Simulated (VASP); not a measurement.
# SrMn2O3 in VASP: single point with PBE+U

Aim: the single point of SrMn2O3 with PBE+U.

All numbers are computed with VASP 6.6.1; they aren't measurements. Logs are shortened: lines on timing, memory, paths and dates and some standing lists are left out, and cuts for length are marked.

## 1. The cell of the first run

The typed cell holds 12 atoms: a = 10.841 Å, b = 4.479 Å, c = 3.461 Å, α = 90.00°, β = 90.00°, γ = 90.00°.

## 2. Single point, PBE+U, collinear spin, antiferromagnetic start

INCAR reads:

```
SYSTEM = SrMn2O3
PREC = Accurate
ENCUT = 520
EDIFF = 1E-6
ISMEAR = -1
SIGMA = 0.1384
LREAL = .False.
LASPH = .True.
NELM = 150
ALGO = Normal
ISIF = 2
LWAVE = .False.
LCHARG = .True.
ISPIN = 2
MAGMOM = 4.55 -4.55 4.55 -4.55 0 0 -0.01 0.01 -0.01 0.01 0 0
LORBIT = 11
LMAXMIX = 4
LDAU = .True.
LDAUTYPE = 1
LDAUL = 2 -1 -1
LDAUU = 6.71 0 0
LDAUJ = 0.95 0 0
LDAUPRINT = 1
GGA = PE
LVHAR = .True.
ISYM = 0
NBANDS = 70
KPAR = 4
```

KPOINTS reads:

```
Automatic mesh
0
Gamma
  2 5 5
  0 0 0
```

POSCAR reads:

```
SrMn2O3
1.0
   10.8409844385      0.0000621237      0.0001055305
    0.0000227119      4.4785801631     -0.0000093265
    0.0000325790     -0.0000078756      3.4613085427
Mn Sr O
4 2 6
Direct
    0.0640475702      0.7506472843      0.7329335863
    0.4358482617      0.7506497786      0.7329341377
    0.5640485386      0.2506471956      0.2678686337
    0.9358489106      0.2506432834      0.2678693723
    0.2499376371      0.2506495360      0.2428278313
    0.7499491789      0.7506364650      0.7579751048
    0.0620107205      0.2506487287      0.7660693320
    0.4378881627      0.2506512802      0.7660797483
    0.5620070686      0.7506458734      0.2347225733
    0.9378851018      0.7506418092      0.2347341595
    0.2499514528      0.7506484115      0.5719008885
    0.7499453462      0.2506386610      0.4289020119
```

Potentials or basis: VASP PAW PBE potentials, release 64 (Mn_pv, Sr_sv, O).

Started as:

```
cat potpaw_PBE.64/Mn_pv/POTCAR potpaw_PBE.64/Sr_sv/POTCAR potpaw_PBE.64/O/POTCAR > POTCAR
mpirun -np 4 vasp_std > vasp.out
```

OUTCAR:

```text
SYSTEM = SrMn2O3
   PREC = Accurate
   ENCUT = 520
   EDIFF = 1E-6
   ISMEAR = -1
   LREAL = .False.
   LASPH = .True.
   NELM = 150
   ISIF = 2
   ISPIN = 2
   LORBIT = 11
   GGA = PE
   ISYM = 0

 ion  position               nearest neighbor table
   1  0.064  0.751  0.733-  11 2.09  10 2.20  10 2.21   7 2.24   7 2.24   4 3.09   4 3.09   6 3.41
                             5 3.46   5 3.46   5 3.49   5 3.49
   2  0.436  0.751  0.733-  11 2.09   9 2.20   9 2.21   8 2.24   8 2.24   3 3.09   3 3.09   6 3.41
                             5 3.46   5 3.46   5 3.49   5 3.49
   3  0.564  0.251  0.268-  12 2.09   8 2.20   8 2.21   9 2.24   9 2.24   2 3.09   2 3.09   5 3.41
                             6 3.46   6 3.46   6 3.49   6 3.49
   4  0.936  0.251  0.268-  12 2.09   7 2.20   7 2.21  10 2.24  10 2.24   1 3.09   1 3.09   5 3.41
                             6 3.46   6 3.46   6 3.49   6 3.49
   5  0.250  0.251  0.243-  11 2.51  11 2.51   7 2.62   8 2.62   7 2.73   8 2.73  11 3.23  11 3.23
                             4 3.41   3 3.41   1 3.46   1 3.46   2 3.46   2 3.46   1 3.49   1 3.49
   6  0.750  0.751  0.758-  12 2.51  12 2.51   9 2.62  10 2.62  10 2.73   9 2.73  12 3.23  12 3.23
                             1 3.41   2 3.41   4 3.46   3 3.46   4 3.46   3 3.46   3 3.49   4 3.49
   7  0.062  0.251  0.766-   4 2.20   4 2.21   1 2.24   1 2.24   5 2.62   5 2.73
   8  0.438  0.251  0.766-   3 2.20   3 2.21   2 2.24   2 2.24   5 2.62   5 2.73
   9  0.562  0.751  0.235-   2 2.20   2 2.21   3 2.24   3 2.24   6 2.62   6 2.73
  10  0.938  0.751  0.235-   1 2.20   1 2.21   4 2.24   4 2.24   6 2.62   6 2.73
  11  0.250  0.751  0.572-   2 2.09   1 2.09   5 2.51   5 2.51   5 3.23   5 3.23
  12  0.750  0.251  0.429-   3 2.09   4 2.09   6 2.51   6 2.51   6 3.23   6 3.23

IMPORTANT INFORMATION: All symmetrisations will be switched off!
NOSYMM: (Re-)initialisation of all symmetry stuff for point group C_1.

----------------------------------------------------------------------------------------

                                     Primitive cell

  volume of cell :     168.0542

  direct lattice vectors                    reciprocal lattice vectors
    10.840984438  0.000062124  0.000105530     0.092242545 -0.000000468 -0.000000868
     0.000022712  4.478580163 -0.000009326    -0.000001280  0.223285051  0.000000508
     0.000032579 -0.000007876  3.461308543    -0.000002812  0.000000602  0.288908078

  length of vectors
    10.840984439  4.478580163  3.461308543     0.092242545  0.223285051  0.288908078

  position of ions in fractional coordinates (direct lattice)
     0.064047570  0.750647284  0.732933586
     0.435848262  0.750649779  0.732934138
     0.564048539  0.250647196  0.267868634
     0.935848911  0.250643283  0.267869372
     0.249937637  0.250649536  0.242827831
     0.749949179  0.750636465  0.757975105
     0.062010720  0.250648729  0.766069332
     0.437888163  0.250651280  0.766079748
     0.562007069  0.750645873  0.234722573
     0.937885102  0.750641809  0.234734160
     0.249951453  0.750648412  0.571900888
     0.749945346  0.250638661  0.428902012

  ion indices of the primitive-cell ions
   primitive index   ion index
                 1           1
                 2           2
                 3           3
                 4           4
                 5           5
                 6           6
                 7           7
                 8           8
                 9           9
                10          10
                11          11
                12          12

----------------------------------------------------------------------------------------

 KPOINTS: Automatic mesh

Automatic generation of k-mesh.
 Grid dimensions read from file:
 generate k-points for:    2    5    5

 Generating k-lattice:

  Cartesian coordinates                     Fractional coordinates (reciprocal lattice)
     0.046121273 -0.000000234 -0.000000434     0.500000000 -0.000000000 -0.000000000
    -0.000000256  0.044657010  0.000000102    -0.000000000  0.200000000  0.000000000
    -0.000000562  0.000000120  0.057781616     0.000000000  0.000000000  0.200000000

  Length of vectors
     0.046121273  0.044657010  0.057781616

  Shift w.r.t. Gamma in fractional coordinates (k-lattice)
     0.000000000  0.000000000  0.000000000

 Subroutine IBZKPT returns following result:
 ===========================================

 Found     26 irreducible k-points:

 Following reciprocal coordinates:
            Coordinates               Weight
  0.000000  0.000000  0.000000      1.000000
  0.500000 -0.000000  0.000000      1.000000
 -0.000000  0.200000  0.000000      2.000000
  0.500000  0.200000  0.000000      2.000000
 -0.000000  0.400000  0.000000      2.000000
[... 47 lines left out ...]
   TEBEG  =    0.0;   TEEND  =   0.0 temperature during run
   PSTRESS=    0.0 pullay stress
   NELECT =     108.0000    total number of electrons
   NUPDOWN=      -1.0000    fix difference up-down
   EMIN   =  10.00;   EMAX   =-10.00  energy-range for DOS
   EFERMI =   0.00;   METHOD = LEGACY
   ISMEAR =    -1;   SIGMA  =   0.14  broadening in eV -4-tet -1-fermi 0-gaus
   EFERMI_NEDOS =   21; number of points for ismear=-14 and -15
   IALGO  =     38    algorithm
   IMIX   =      4    mixing-type and parameters
     AMIX     =   0.40;   BMIX     =  1.00
     AMIX_MAG =   1.60;   BMIX_MAG =  1.00
  volume/ion in A,a.u.               =      14.00        94.51
  Fermi-wavevector in a.u.,A,eV,Ry     =   1.412753  2.669716 27.155480  1.995871
  Thomas-Fermi vector in A             =   2.534469
   LORBIT       =     11    0 simple, 1 ext, 2 COOP (PROOUT), +10 PAW based schemes
 LDA+U is selected, type is set to LDAUTYPE =  1
   angular momentum for each species LDAUL =     2   -1   -1
   U (eV)           for each species LDAUU =   6.7  0.0  0.0
   J (eV)           for each species LDAUJ =   0.9  0.0  0.0
   GGA     = PE    functional components
   LHFCALC =     F    Hartree Fock is set to
   AEXX    =    0.0000 exact exchange contribution
   IVDW    =     0    specifies the selected vdW correction
   LEPSILON=     F    determine dielectric tensor
   LRPA    =     F    only Hartree local field effects (RPA)
 spin polarized calculation
  energy-cutoff  :      520.00
  volume of cell :      168.05
 maximum number of plane-waves:      4568
 NGX is ok and might be reduce to    84
   NGX = 41   NGY = 17   NGZ = 13

 number of electron     107.9999988 magnetization      -0.0000002

atom =   1  type =  1  l = 2

 onsite density matrix

spin component  1
[... 116 lines left out ...]
  o =  0.0161  v = -0.1934 -0.9811 -0.0000  0.0000  0.0000  0.0000  0.0000  0.0000  0.0000  0.0000      0.0000  0.0000  0.0000  0.0000  0.0000  0.0000  0.0000  0.0000  0.0000  0.0000
  o =  0.0212  v =  0.9811 -0.1934  0.0000  0.0000 -0.0000  0.0000  0.0000  0.0000  0.0000  0.0000      0.0000  0.0000  0.0000  0.0000  0.0000  0.0000  0.0000  0.0000  0.0000  0.0000
  o =  0.0313  v = -0.0000 -0.0000  0.9116 -0.2689 -0.3110  0.0000  0.0000  0.0000  0.0000  0.0000      0.0000  0.0000  0.0000  0.0000  0.0000  0.0000  0.0000  0.0000  0.0000  0.0000
  o =  0.0472  v =  0.0000 -0.0000 -0.3645 -0.8784 -0.3090  0.0000  0.0000  0.0000  0.0000  0.0000      0.0000  0.0000  0.0000  0.0000  0.0000  0.0000  0.0000  0.0000  0.0000  0.0000
  o =  0.0716  v =  0.0000 -0.0000  0.1901 -0.3950  0.8988  0.0000  0.0000  0.0000  0.0000  0.0000      0.0000  0.0000  0.0000  0.0000  0.0000  0.0000  0.0000  0.0000  0.0000  0.0000
  o =  0.9397  v =  0.0000  0.0000  0.0000  0.0000  0.0000 -0.3854 -0.9228  0.0000  0.0000  0.0000      0.0000  0.0000  0.0000  0.0000  0.0000  0.0000  0.0000  0.0000  0.0000  0.0000
  o =  0.9443  v =  0.0000  0.0000  0.0000  0.0000  0.0000  0.0001 -0.0001 -0.9242 -0.1682  0.3429      0.0000  0.0000  0.0000  0.0000  0.0000  0.0000  0.0000  0.0000  0.0000  0.0000
  o =  0.9453  v =  0.0000  0.0000  0.0000  0.0000  0.0000  0.9228 -0.3854  0.0001  0.0000 -0.0001      0.0000  0.0000  0.0000  0.0000  0.0000  0.0000  0.0000  0.0000  0.0000  0.0000
  o =  0.9528  v =  0.0000  0.0000  0.0000  0.0000  0.0000  0.0000  0.0000 -0.0478  0.9416  0.3332      0.0000  0.0000  0.0000  0.0000  0.0000  0.0000  0.0000  0.0000  0.0000  0.0000
  o =  0.9796  v =  0.0000  0.0000  0.0000  0.0000  0.0000 -0.0000 -0.0000  0.3789 -0.2916  0.8783      0.0000  0.0000  0.0000  0.0000  0.0000  0.0000  0.0000  0.0000  0.0000  0.0000

 number of electron     107.9999989 magnetization       0.0000002

 Free energy of the ion-electron system (eV)
  ---------------------------------------------------
  ext. energy  EPLUGINS =         0.00000000
  ---------------------------------------------------
  free energy    TOTEN  =       -84.33353237 eV

  energy without entropy =      -84.33186321  energy(sigma->0) =      -84.33269779

 E-fermi :   5.0065     XC(G=0): -10.6212

 val. band max:        4.0832963558   @ k =  -0.0000   0.4000   0.4000
 cond. band min:       5.5293386746   @ k =   0.0000   0.0000   0.0000
 fundamental gap:      1.4460423187
 Fermi energy:         5.0064611609

 spin component 1

 k-point     1 :       0.0000    0.0000    0.0000
  band No.  band energies     occupation
      1     -45.2194      1.00000
      2     -45.2187      1.00000
      3     -45.1091      1.00000
      4     -45.1083      1.00000
      5     -45.0700      1.00000
      6     -45.0693      1.00000
[... 3305 lines left out ...]
     65       9.9546      0.00000
     66      10.0136      0.00000

 [... further k-points ...]

 [bands above 66 left out]

------------------------ aborting loop because EDIFF is reached ----------------------------------------

  FORCE on cell =-STRESS in cart. coord.  units (eV):
  Direction    XX          YY          ZZ          XY          YZ          ZX
  --------------------------------------------------------------------------------------
  -------------------------------------------------------------------------------------
  Total       -0.3017459     -1.0249266     -0.5529559     -0.0008159      0.0002976      0.0001237
  in kB       -2.8767527     -9.7713364     -5.2717121     -0.0077790      0.0028371      0.0011798
  external PRESSURE =      -5.9732671 kB  Pullay stress =       0.0000000 kB

 VOLUME and BASIS-vectors are now :
 -----------------------------------------------------------------------------
  energy-cutoff  :      520.00
  volume of cell :      168.05
      direct lattice vectors                 reciprocal lattice vectors
    10.840984438  0.000062124  0.000105530     0.092242545 -0.000000468 -0.000000868
     0.000022712  4.478580163 -0.000009326    -0.000001280  0.223285051  0.000000508
     0.000032579 -0.000007876  3.461308543    -0.000002812  0.000000602  0.288908078

 POSITION                                       TOTAL-FORCE (eV/Angst)
 -----------------------------------------------------------------------------------
      0.69438      3.36183      2.53691        -0.030040     -0.000099      0.029704
      4.72507      3.36187      2.53695         0.030370     -0.000131      0.029848
      6.11486      1.12258      0.92723        -0.030739     -0.000156     -0.029819
     10.14554      1.12258      0.92727         0.029790     -0.000128     -0.029669
      2.70958      1.12257      0.84053         0.001144      0.000005     -0.019707
      8.13023      3.36183      2.62366        -0.000455      0.000203      0.019664
      0.67229      1.12255      2.65161        -0.060704     -0.000034      0.007993
      4.74717      1.12258      2.65168         0.060169     -0.000043      0.008041
      6.09273      3.36186      0.81250        -0.060079      0.000070     -0.007990
     10.16762      3.36187      0.81258         0.060708      0.000123     -0.008051
      2.70976      3.36185      1.97954        -0.000859      0.000080      0.015856
      8.13017      1.12255      1.48464         0.000695      0.000110     -0.015867
 -----------------------------------------------------------------------------------
    total drift:                                0.000038     -0.000460      0.000279

  FREE ENERGIE OF THE ION-ELECTRON SYSTEM (eV)
  ---------------------------------------------------
  free  energy   TOTEN  =       -84.3335323681 eV

  energy  without entropy=      -84.3318632114  energy(sigma->0) =      -84.33269779

 total charge

# of ion       s       p       d       tot
------------------------------------------
    1        0.219   6.189   4.930  11.339
    2        0.219   6.189   4.930  11.339
    3        0.219   6.189   4.930  11.339
    4        0.219   6.189   4.930  11.339
    5        2.010   5.794   0.230   8.033
    6        2.010   5.794   0.230   8.033
    7        1.553   3.431   0.000   4.984
    8        1.553   3.431   0.000   4.984
    9        1.553   3.431   0.000   4.984
   10        1.553   3.431   0.000   4.984
   11        1.552   3.430   0.000   4.982
   12        1.552   3.430   0.000   4.982
--------------------------------------------------
tot         14.211  56.929  20.180  91.320

 magnetization (x)

# of ion       s       p       d       tot
------------------------------------------
    1        0.032   0.036   4.564   4.633
    2       -0.032  -0.036  -4.564  -4.633
    3        0.032   0.036   4.564   4.633
    4       -0.032  -0.036  -4.564  -4.633
    5       -0.000  -0.000  -0.000  -0.000
    6       -0.000   0.000   0.000   0.000
    7        0.001  -0.006   0.000  -0.005
    8       -0.001   0.006   0.000   0.005
    9        0.001  -0.006   0.000  -0.005
   10       -0.001   0.006   0.000   0.005
   11       -0.000   0.000   0.000   0.000
   12        0.000  -0.000   0.000  -0.000
--------------------------------------------------
tot          0.000   0.000  -0.000   0.000
```

Run time: 3.4 min. Hardware: 4 MPI ranks of AMD EPYC 7R13 (Zen 3), shared host; peak memory 0.61 GiB.

Results:

```
Free energy                                           : -84.3335 eV
Pressure                                              : -0.6 GPa
Largest force                                         : 0.061 eV/Å
Band gap on the k mesh                                : 1.45 eV (least direct gap 2.39 eV)
Net moment                                            : 0.00 μB per cell
Site moments                                          : Mn +4.63, -4.63 (each value once); Sr -0.00, +0.00; O -0.01, +0.01, +0.00, -0.00 (each value once) μB
Valence electrons inside the program's atomic spheres : Mn 11.34; Sr 8.03; O 4.98
```

Forces in eV/Å, atoms in the order of the input:
```
Mn  -0.030  0.000  0.030
Mn   0.030  0.000  0.030
Mn  -0.031  0.000 -0.030
Mn   0.030  0.000 -0.030
Sr   0.001  0.000 -0.020
Sr   0.000  0.000  0.020
O   -0.061  0.000  0.008
O    0.060  0.000  0.008
O   -0.060  0.000 -0.008
O    0.061  0.000 -0.008
O   -0.001  0.000  0.016
O    0.001  0.000 -0.016
```

Stress tensor (GPa, compression positive):
```
-0.29  0.00  0.00
 0.00 -0.98  0.00
 0.00  0.00 -0.53
```

Levels at points of the mesh, in eV from the valence-band top:
Spin up:
| k point | band 50 | band 51 | band 52 | band 53 | band 54 | band 55 | band 56 | band 57 | band 58 | band 59 |
| --- | --- | --- | --- | --- | --- | --- | --- | --- | --- | --- |
| (0.00, 0.00, 0.00) | -1.26 | -1.07 | -1.05 | -0.96 | -0.94 | 1.45 | 3.21 | 3.45 | 4.08 | 4.18 |
| (0.50, 0.00, 0.00) | -1.26 | -1.20 | -1.20 | -0.91 | -0.91 | 2.23 | 2.23 | 3.80 | 3.80 | 4.59 |
Spin down:
```
           k point  band 52  band 53  band 54  band 55  band 56  band 57
(0.00, 0.00, 0.00)    -1.05    -0.96    -0.94     1.45     3.21     3.45
(0.50, 0.00, 0.00)    -1.20    -0.91    -0.91     2.23     2.23     3.80
```

Eigenvalues of the final occupation matrices:
```csv
site,spin,trace,eigenvalues
site 1 d,1,4.76,0.94 0.94 0.95 0.95 0.98
site 1 d,2,0.19,0.02 0.02 0.03 0.05 0.07
site 2 d,1,0.19,0.02 0.02 0.03 0.05 0.07
site 2 d,2,4.76,0.94 0.94 0.95 0.95 0.98
site 3 d,1,4.76,0.94 0.94 0.95 0.95 0.98
site 3 d,2,0.19,0.02 0.02 0.03 0.05 0.07
site 4 d,1,0.19,0.02 0.02 0.03 0.05 0.07
site 4 d,2,4.76,0.94 0.94 0.95 0.95 0.98
```
